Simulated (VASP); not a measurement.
Runs of VASP 6.6.1 on KTaO3. The structure is that of space group Pm-3m (No. 221), or close to it. The cells are those of the table. 

```csv
level,cell,smearing,gap on the mesh (eV),pressure (GPa)
PBE,"a = 3.990 Å, 5 atoms",fermi-dirac 0.02 eV,2.17,5.8
PBE,"a = 3.990, b = 3.990, c = 3.870 Å, 5 atoms",fermi-dirac 0.02 eV,2.18,13.2
r2SCAN,"a = 3.990 Å, 5 atoms",gaussian 0.01 eV,2.59,(b)
PBE,"a = 3.990, b = 3.990, c = 4.110 Å, 5 atoms",fermi-dirac 0.02 eV,2.07,0.2
PBE,"a = 3.990, b = 3.990, c = 4.030 Å, 5 atoms",fermi-dirac 0.02 eV,(c),(a)
```

Alike in all rows: task single point; potentials or basis VASP PAW PBE potentials, release 64 (K_sv, Ta_pv, O); no spin polarisation; k mesh 6 × 6 × 6; cutoff (eV) 520.

Q: Estimate the missing entries.

A: (a) 3.7; (b) 0.9; (c) 2.14.

Caveats: spin-orbit coupling is left out, which moves the levels of the heavy elements; the cell stands under pressure (at least some runs); the PAW data sets were made with another functional, which shifts forces and pressure a little (at least some runs).

A k mesh can miss the band edges, and the runs leave out spin-orbit coupling on Ta.
